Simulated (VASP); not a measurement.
# Cu2PbS4 (P-42m) in VASP: single point with PBE

Aim: the single point of Cu2PbS4 with PBE.

Everything below comes from runs of VASP 6.6.1. Logs are shortened: lines on timing, memory, paths and dates and some standing lists are left out, and cuts for length are marked.

**1. The cell of the first run**

It takes space group P-42m (No. 111, tetragonal). The conventional cell has a = 5.251 Å, b = 5.251 Å, c = 5.657 Å, α = 90.00°, β = 90.00°, γ = 90.00°. Within 3.0 Å of Cu (site symmetry 222) lie 4 S at 2.27 Å. Pb (site symmetry -42m) has 4 S at 2.59 Å within 3.4 Å. S (site symmetry m) has 2 Cu at 2.27 Å and 1 Pb at 2.59 Å within 3.0 Å.

**2. Single point, PBE**

The input, INCAR:

```
SYSTEM = Cu2PbS4
PREC = Accurate
ENCUT = 520
EDIFF = 1E-6
ISMEAR = 0
SIGMA = 0.2
LREAL = .FALSE.
LASPH = .TRUE.
NELM = 100
ALGO = Normal
ISIF = 2
LWAVE = .FALSE.
LCHARG = .TRUE.
GGA = PE
LELF = .TRUE.
LVHAR = .TRUE.
NBANDS = 39
```

The input, KPOINTS:

```
Automatic mesh
0
G
  4 4 4
  0 0 0
```

The input, POSCAR:

```
Cu2PbS4
1.0
    5.2512769454      0.0000000000      0.0000000000
    0.0000000000      5.2512769454      0.0000000000
    0.0000000000      0.0000000000      5.6566216082
Cu Pb S
2 1 4
Direct
    0.5000000000      0.0000000000      0.0000000000
    0.0000000000      0.5000000000      0.0000000000
    0.0000000000      0.0000000000      0.5000000000
    0.7200954419      0.7200954419      0.2261670319
    0.7200954419      0.2799045581      0.7738329681
    0.2799045581      0.2799045581      0.2261670319
    0.2799045581      0.7200954419      0.7738329681
```

Potentials or basis: VASP PAW PBE potentials, release 64 (Cu, Pb_d, S).

Started as:

```
cat potpaw_PBE.64/Cu/POTCAR potpaw_PBE.64/Pb_d/POTCAR potpaw_PBE.64/S/POTCAR > POTCAR
mpirun -np 1 vasp_std > vasp.out
```

OUTCAR:

```text
SYSTEM = Cu2PbS4
   PREC = Accurate
   ENCUT = 520
   EDIFF = 1E-6
   ISMEAR = 0
   LREAL = .FALSE.
   LASPH = .TRUE.
   NELM = 100
   ISIF = 2
   GGA = PE

 ion  position               nearest neighbor table
   1  0.500  0.000  0.000-   4 2.27   5 2.27   6 2.27   7 2.27
   2  0.000  0.500  0.000-   4 2.27   5 2.27   6 2.27   7 2.27
   3  0.000  0.000  0.500-   4 2.59   5 2.59   6 2.59   7 2.59
   4  0.720  0.720  0.226-   1 2.27   2 2.27   3 2.59
   5  0.720  0.280  0.774-   1 2.27   2 2.27   3 2.59
   6  0.280  0.280  0.226-   1 2.27   2 2.27   3 2.59
   7  0.280  0.720  0.774-   1 2.27   2 2.27   3 2.59

  LATTYP: Found a simple tetragonal cell.
 ALAT       =     5.2512769454
 C/A-ratio  =     1.0771897325

  Lattice vectors:

 A1 = (   5.2512769454,   0.0000000000,   0.0000000000)
 A2 = (   0.0000000000,   5.2512769454,   0.0000000000)
 A3 = (   0.0000000000,   0.0000000000,   5.6566216082)

Analysis of symmetry for initial positions (statically):
=====================================================================
 Subroutine PRICEL returns:
 Original cell was already a primitive cell.

 Routine SETGRP: Setting up the symmetry group for a
 simple tetragonal supercell.

 Subroutine GETGRP returns: Found  8 space group operations
 (whereof  8 operations were pure point group operations)
 out of a pool of 16 trial point group operations.

The static configuration has the point symmetry D_2d.

Analysis of symmetry for dynamics (positions and initial velocities):
=====================================================================
 Subroutine PRICEL returns:
 Original cell was already a primitive cell.

 Routine SETGRP: Setting up the symmetry group for a
 simple tetragonal supercell.

 Subroutine GETGRP returns: Found  8 space group operations
 (whereof  8 operations were pure point group operations)
 out of a pool of 16 trial point group operations.

The dynamic configuration has the point symmetry D_2d.

 Subroutine INISYM returns: Found  8 space group operations
 (whereof  8 operations are pure point group operations),
 and found     1 'primitive' translations

----------------------------------------------------------------------------------------

                                     Primitive cell

  volume of cell :     155.9865
[... 93 lines left out ...]
   LREAL  =      F    real-space projection
   EDIFFG = 0.1E-04   stopping-criterion for IOM
   NSW    =      0    number of steps for IOM
   IBRION =     -1    ionic relax: 0-MD 1-quasi-New 2-CG
   NFREE  =      0    steps in history (QN), initial steepest desc. (CG)
   ISIF   =      2    stress and relaxation
   ISYM   =      2    0-nonsym 1-usesym 2-fastsym
   POTIM  = 0.5000    time-step for ionic-motion
   TEBEG  =    0.0;   TEEND  =   0.0 temperature during run
   PSTRESS=    0.0 pullay stress
   NELECT =      60.0000    total number of electrons
   NUPDOWN=      -1.0000    fix difference up-down
   EMIN   =  10.00;   EMAX   =-10.00  energy-range for DOS
   EFERMI =   0.00;   METHOD = LEGACY
   ISMEAR =     0;   SIGMA  =   0.20  broadening in eV -4-tet -1-fermi 0-gaus
   EFERMI_NEDOS =   21; number of points for ismear=-14 and -15
   IALGO  =     38    algorithm
   IMIX   =      4    mixing-type and parameters
     AMIX     =   0.40;   BMIX     =  1.00
     AMIX_MAG =   1.60;   BMIX_MAG =  1.00
  volume/ion in A,a.u.               =      22.28       150.38
  Fermi-wavevector in a.u.,A,eV,Ry     =   1.190592  2.249892 19.286382  1.417509
  Thomas-Fermi vector in A             =   2.326673
   LORBIT       =      0    0 simple, 1 ext, 2 COOP (PROOUT), +10 PAW based schemes
   GGA     = PE    functional components
   LHFCALC =     F    Hartree Fock is set to
   AEXX    =    0.0000 exact exchange contribution
   IVDW    =     0    specifies the selected vdW correction
   LEPSILON=     F    determine dielectric tensor
   LRPA    =     F    only Hartree local field effects (RPA)
 non-spin polarized calculation
 Gauss-broadening in eV      SIGMA  =   0.20
  energy-cutoff  :      520.00
  volume of cell :      155.99
 maximum number of plane-waves:      4232
 NGX is ok and might be reduce to    40
   NGX = 19   NGY = 19   NGZ = 21

 number of electron      60.0000026 magnetization

 Free energy of the ion-electron system (eV)
  ---------------------------------------------------
  ext. energy  EPLUGINS =         0.00000000
  ---------------------------------------------------
  free energy    TOTEN  =       -27.92514377 eV

  energy without entropy =      -27.79978906  energy(sigma->0) =      -27.86246642

 E-fermi :   3.6965     XC(G=0):  -9.4058

 val. band max:        3.6806646260   @ k =   0.0000   0.0000   0.5000
 cond. band min:       3.7262910282   @ k =   0.2500   0.2500   0.5000
 fundamental gap:      0.0456264023
 Fermi energy:         3.6965175449

 k-point     1 :       0.0000    0.0000    0.0000
  band No.  band energies     occupation
      1     -13.0360      2.00000
      2     -13.0350      2.00000
      3     -13.0350      2.00000
      4     -12.9201      2.00000
      5     -12.8834      2.00000
      6      -9.8040      2.00000
[... 745 lines left out ...]
     38       9.7222      0.00000
     39      11.6206      0.00000

------------------------ aborting loop because EDIFF is reached ----------------------------------------

  FORCE on cell =-STRESS in cart. coord.  units (eV):
  Direction    XX          YY          ZZ          XY          YZ          ZX
  --------------------------------------------------------------------------------------
  -------------------------------------------------------------------------------------
  Total        0.1373403      0.1373403     -0.2702807      0.0000000      0.0000000      0.0000000
  in kB        1.4106577      1.4106577     -2.7761222      0.0000000      0.0000000      0.0000000
  external PRESSURE =       0.0150644 kB  Pullay stress =       0.0000000 kB

 VOLUME and BASIS-vectors are now :
 -----------------------------------------------------------------------------
  energy-cutoff  :      520.00
  volume of cell :      155.99
      direct lattice vectors                 reciprocal lattice vectors
     5.251276945  0.000000000  0.000000000     0.190429873  0.000000000  0.000000000
     0.000000000  5.251276945  0.000000000     0.000000000  0.190429873  0.000000000
     0.000000000  0.000000000  5.656621608     0.000000000  0.000000000  0.176783966

 POSITION                                       TOTAL-FORCE (eV/Angst)
 -----------------------------------------------------------------------------------
      2.62564      0.00000      0.00000        -0.000000      0.000000     -0.000000
      0.00000      2.62564      0.00000         0.000000      0.000000      0.000000
      0.00000      0.00000      2.82831         0.000000      0.000000      0.000000
      3.78142      3.78142      1.27934         0.008068      0.008068     -0.017202
      3.78142      1.46986      4.37728         0.008068     -0.008068      0.017202
      1.46986      1.46986      1.27934        -0.008068     -0.008068     -0.017202
      1.46986      3.78142      4.37728        -0.008068      0.008068      0.017202
 -----------------------------------------------------------------------------------
    total drift:                                0.000000      0.000000      0.000000

  FREE ENERGIE OF THE ION-ELECTRON SYSTEM (eV)
  ---------------------------------------------------
  free  energy   TOTEN  =       -27.9251437744 eV

  energy  without entropy=      -27.7997890633  energy(sigma->0) =      -27.86246642
```

OSZICAR:

```text
N       E                     dE             d eps       ncg     rms          rms(c)
DAV:   1     0.603786042990E+03    0.60379E+03   -0.26248E+04  1404   0.174E+03
DAV:   2     0.563666231255E+02   -0.54742E+03   -0.52621E+03  1439   0.422E+02
DAV:   3    -0.275951142453E+02   -0.83962E+02   -0.81123E+02  1926   0.183E+02
DAV:   4    -0.332180315699E+02   -0.56229E+01   -0.55547E+01  2048   0.495E+01
DAV:   5    -0.333684913165E+02   -0.15046E+00   -0.15029E+00  2180   0.887E+00    0.243E+01
DAV:   6    -0.413879644746E+02   -0.80195E+01   -0.13802E+02  1903   0.233E+02    0.221E+01
DAV:   7    -0.287859044981E+02    0.12602E+02   -0.35442E+01  1760   0.115E+02    0.106E+01
DAV:   8    -0.278152247252E+02    0.97068E+00   -0.98044E+00  2219   0.682E+01    0.481E+00
DAV:   9    -0.280167211110E+02   -0.20150E+00   -0.36323E+00  2196   0.350E+01    0.309E+00
DAV:  10    -0.279216628339E+02    0.95058E-01   -0.73100E-01  2176   0.216E+01    0.112E+00
DAV:  11    -0.279258075896E+02   -0.41448E-02   -0.12141E-01  2225   0.677E+00    0.923E-01
DAV:  12    -0.279249167941E+02    0.89080E-03   -0.33852E-02  2232   0.277E+00    0.121E-01
DAV:  13    -0.279251410523E+02   -0.22426E-03   -0.24551E-03  2200   0.784E-01    0.113E-01
DAV:  14    -0.279251336485E+02    0.74037E-05   -0.57607E-04  2184   0.456E-01    0.116E-02
DAV:  15    -0.279251442539E+02   -0.10605E-04   -0.85756E-05  2040   0.582E-02    0.144E-02
DAV:  16    -0.279251437744E+02    0.47943E-06   -0.13754E-06  1216   0.211E-02
   1 F= -.27925144E+02 E0= -.27862466E+02  d E =-.125355E+00
```

Wall time 79 s (1 thread of Intel Xeon 6975P-C (Granite Rapids), shared host); peak memory 0.3 GiB.

What came out:

```
Free energy            : -27.9251 eV
Pressure               : 0.0 GPa
Largest force          : 0.021 eV/Å
Band gap on the k mesh : zero (band 30 reaches 4.17 eV, above the bottom of band 31 at 3.44 eV)
```

Forces on the atoms (eV/Å):
```
Cu   0.000  0.000  0.000
Cu   0.000  0.000  0.000
Pb   0.000  0.000  0.000
S    0.008  0.008 -0.017
S    0.008 -0.008  0.017
S   -0.008 -0.008 -0.017
S   -0.008  0.008  0.017
```

Caveat: spin-orbit coupling is left out, which moves the levels of the heavy elements.
